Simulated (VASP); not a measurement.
Input of a VASP 6.6.1 run:

POSCAR

```
AlAs
1.0
    0.0000000000      2.8389248736      2.8389248736
    2.8389248736      0.0000000000      2.8389248736
    2.8389248736      2.8389248736      0.0000000000
Al As
1 1
Direct
    0.0000000000      0.0000000000      0.0000000000
    0.7500000000      0.7500000000      0.7500000000
```

File INCAR.step1:

```
SYSTEM = AlAs
PREC = Accurate ; ENCUT = 400
EDIFF = 1E-5 ; ISMEAR = 0
SIGMA = 0.01 ; LREAL = .False.
LASPH = .True. ; NELM = 120
ALGO = Normal ; ISIF = 2
LWAVE = .True. ; LCHARG = .False.
GGA = PE ; NBANDS = 11
GGA_COMPAT = .False.
```

INCAR.step2

```
SYSTEM = AlAs
PREC = Accurate ; ENCUT = 400
EDIFF = 1E-6 ; ISMEAR = 0
SIGMA = 0.01 ; LREAL = .False.
LASPH = .True. ; NELM = 120
ALGO = Normal ; ISIF = 2
LWAVE = .False. ; LCHARG = .False.
GGA = PE ; LHFCALC = .True.
AEXX = 0.25 ; PRECFOCK = Normal
ISTART = 1 ; NBANDS = 11
GGA_COMPAT = .False.
```

KPOINTS

```
Automatic mesh
0
Gamma
  6 6 6
  0 0 0
```

Potentials or basis: VASP PAW PBE potentials, release 64 (Al, As).

Launch:

```bash
$ cat potpaw_PBE.64/Al/POTCAR potpaw_PBE.64/As/POTCAR > POTCAR
$ cp INCAR.step1 INCAR
$ mpirun -np 1 vasp_std > vasp.out
$ cp INCAR.step2 INCAR
$ mpirun -np 1 vasp_std > vasp.out
```

Task: Estimate the pressure.

Result: -0.2 GPa.

Task: Predict the band gap on the k mesh.

Result: 2.77 eV (least direct gap 3.51 eV).

Caveat: the PAW data sets were made with another functional, which shifts forces and pressure a little. A k mesh can miss the band edges.
